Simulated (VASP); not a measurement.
Al2O3: single point with PBE+D3(BJ)

Al2O3:

```
Al O
1.0
     2.80990    0.00000    0.00000
    -1.40495    2.43344    0.00000
     0.00000    0.00000    7.73400
Al O
2 3
Direct
  0.00000 0.00000 0.19074
  0.00000 0.00000 0.80926
  0.33333 0.66667 0.28409
  0.66667 0.33333 0.00000
  0.33333 0.66667 0.71591
```

| Quantity | Value |
| --- | --- |
| Program | VASP 6.6.1 |
| Task | single point |
| Functional | PBE |
| Dispersion | D3(BJ) |
| Potentials or basis | VASP PAW PBE potentials, release 64 (Al, O) |
| Cutoff | 520 eV |
| k mesh | 9 × 9 × 4 |
| Occupations | gaussian, width 0.05 eV |
| Spin | no spin polarisation |
| Dipole correction | no |
| Further INCAR settings | ALGO = Normal; EDIFF = 1e-06; NBANDS = 20 |

| Quantity | Value |
| --- | --- |
| Pressure | 1.8 GPa |
| Largest force | 0.979 eV/Å |
| Band gap on the k mesh | 5.04 eV, indirect (the least direct gap lies 1.5 meV higher) |
| Dispersion energy per atom | -0.191 eV |

Forces on the atoms (eV/Å):
```
Al   0.000  0.000 -0.979
Al   0.000  0.000  0.979
O    0.000  0.000 -0.333
O    0.000  0.000  0.000
O    0.000  0.000  0.333
```

Stress tensor (GPa, compression positive):
```
  9.93   0.00   0.00
  0.00   9.93   0.00
  0.00   0.00 -14.56
```

Levels at points of the mesh, in eV from the valence-band top:
```csv
k point,band 8,band 9,band 10,band 11,band 12,band 13,band 14,band 15,band 16,band 17
"(0.00, 0.00, 0.00)",-1.12,-1.12,-0.20,0.00,0.00,5.04,8.35,8.59,11.61,13.16
"(0.00, 0.00, 0.50)",-1.14,-1.14,-0.72,0.00,0.00,5.51,7.56,8.88,11.88,13.43
```

It took 28 s on 1 thread of AMD EPYC 9R45 96-Core Processor (Zen 5), on a shared host, peak memory 0.17 GiB.

A k mesh can miss the band edges. A hybrid or GW would open this gap; PBE tends to underestimate it.
